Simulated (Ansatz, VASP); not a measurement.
**Au in VASP and in Ansatz**

```
Au
1.0
     0.00000    2.02406    2.02406
     2.02406    0.00000    2.02406
     2.02406    2.02406    0.00000
Au
1
Direct
  0.00000 0.00000 0.00000
```

Alike in both runs: functional LDA; k mesh 18 × 18 × 18; occupations fermi-dirac, width 0.15 eV; no spin polarisation.

Ansatz relaxed the structure, and its values are those at the end. VASP's run is a single point on that final structure, the one shown.

```csv
,VASP,Ansatz
version,VASP 6.6.1,Ansatz 0.2.0
potentials or method,"VASP PAW LDA potentials, release 64 (Au), cutoff 520 eV","scalar-relativistic, plane waves, PAW"
valence electrons in the cell,11,19
```

Ansatz gave:

```
gap on the k mesh at the Fermi level (eV) : none
pressure (GPa)                            : 0.0
```

Problem. Estimate VASP's values.

Solution. gap on the k mesh at the Fermi level (eV): none; pressure (GPa): 0.5.

Ansatz warns that its potentials were made for another functional, while VASP's fit it. LDA's correlation is that of Perdew and Zunger in VASP and of Perdew and Wang (1992) in Ansatz. A gap of «none» marks a metal or a gap that the smearing closes. VASP's potentials hold 11 valence electrons a cell and Ansatz's 19, so a difference there can come from the potentials and not from the codes.

Neither program's run includes spin-orbit coupling.
